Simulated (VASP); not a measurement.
Write the native input for VASP 6.6.1 that does the following.

| Quantity | Value |
| --- | --- |
| Task | relaxation of cell and atoms |
| Functional | r2SCAN |
| Potentials or basis | VASP PAW PBE potentials, release 64 (Gd) |
| Cutoff | 600 eV |
| k mesh | 5 × 5 × 5 |
| Occupations | methfessel-paxton, width 0.05 eV |
| Spin | collinear spin, ferromagnetic start |
| Starting moments | [7.0, 7.0] μB |
| Dipole correction | no |
| Further INCAR settings | ALGO = Normal; EDIFF = 1e-06; IBRION = 2; EDIFFG = -0.03; NSW = 80; ISIF = 3 |

Crystal: Gd.

```
Gd
1.0
     4.05000    0.00000    0.00000
     0.00000    4.05000    0.00000
     0.00000    0.00000    4.05000
Gd
2
Direct
  0.00000 0.00000 0.00000
  0.50000 0.50000 0.50000
```

One way to write it, as run:

POSCAR

```
Gd
1.0
    4.0500000000      0.0000000000      0.0000000000
    0.0000000000      4.0500000000      0.0000000000
    0.0000000000      0.0000000000      4.0500000000
Gd
2
Direct
    0.0000000000      0.0000000000      0.0000000000
    0.5000000000      0.5000000000      0.5000000000
```

INCAR.step1

```
SYSTEM = Gd
PREC = Accurate
ENCUT = 600
ISMEAR = 1
SIGMA = 0.05
LREAL = .False.
LASPH = .True.
NELM = 150
ISPIN = 2
MAGMOM = 7 7
LMAXMIX = 6
GGA = PE
ALGO = Normal
EDIFF = 1E-4
LWAVE = .True.
LCHARG = .False.
```

INCAR.step2

```
SYSTEM = Gd
PREC = Accurate
ENCUT = 600
EDIFF = 1E-6
ISMEAR = 1
SIGMA = 0.05
LREAL = .False.
LASPH = .True.
NELM = 150
ALGO = Normal
ISIF = 3
LWAVE = .False.
LCHARG = .False.
ISPIN = 2
MAGMOM = 7 7
LORBIT = 11
LMAXMIX = 6
METAGGA = R2SCAN
LMIXTAU = .True.
IBRION = 2
NSW = 80
EDIFFG = -0.03
ISTART = 1
```

KPOINTS

```
regular mesh
0
Gamma
  5 5 5
  0 0 0
```

Potentials or basis: VASP PAW PBE potentials, release 64 (Gd).

Command:

```sh
$ cat potpaw_PBE.64/Gd/POTCAR > POTCAR
$ cp INCAR.step1 INCAR
$ mpirun -np 1 vasp_std > vasp.out
$ cp INCAR.step2 INCAR
$ mpirun -np 1 vasp_std > vasp.out
```

It gave:

The pressure after relaxing is -0.1 GPa and the net moment is 15.73 μB per cell. The site moments are Gd +7.07 μB and the valence electrons inside the program's atomic spheres are Gd 15.20.

Caveat: the relaxation stopped at its first step, so nothing moved; the PAW data sets were made with another functional, which shifts forces and pressure a little.

Run time: 81 s on 1 thread of Intel(R) Xeon(R) 6975P-C (Granite Rapids), with other jobs on the host, peak memory 0.24 GiB.
